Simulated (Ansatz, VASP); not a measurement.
# Two plane-wave programs on Ta5Si

```
Ta Si
1.0
     0.00000    3.82187    3.82187
     3.82187    0.00000    3.82187
     3.82187    3.82187    0.00000
Ta Si
5 1
Cartesian
  4.7739 6.6917 4.7739
  6.6917 6.6917 6.6917
  6.6917 4.7739 4.7739
  4.7739 4.7739 6.6917
  1.9109 1.9109 1.9109
  3.8219 3.8219 3.8219
```

Alike in both runs: functional PBE; k mesh 8 × 8 × 8; occupations gaussian, width 0.1 eV; no spin polarisation.

Ansatz relaxed the structure, and its values are those at the end. VASP's run is a single point on that final structure, the one shown.

|  | VASP | Ansatz |
| --- | --- | --- |
| version | VASP 6.6.1 | Ansatz 0.2.0 |
| potentials or method | VASP PAW PBE potentials, release 64 (Ta_pv, Si), cutoff 520 eV | scalar-relativistic, plane waves, PAW |
| valence electrons in the cell | 59 | 69 |

VASP gave:

| Property | Result |
| --- | --- |
| gap on the k mesh at the Fermi level (eV) | none |
| pressure (GPa) | 0.2 |

Task: Which values does Ansatz return?

Result: gap on the k mesh at the Fermi level (eV): none; pressure (GPa): 0.0.

A gap of «none» marks a metal or a gap that the smearing closes. The functional is the same, so the differences come from potentials, cutoffs and numerics. VASP's potentials hold 59 valence electrons a cell and Ansatz's 69, so a difference there can come from the potentials and not from the codes.

Spin-orbit coupling is off throughout.
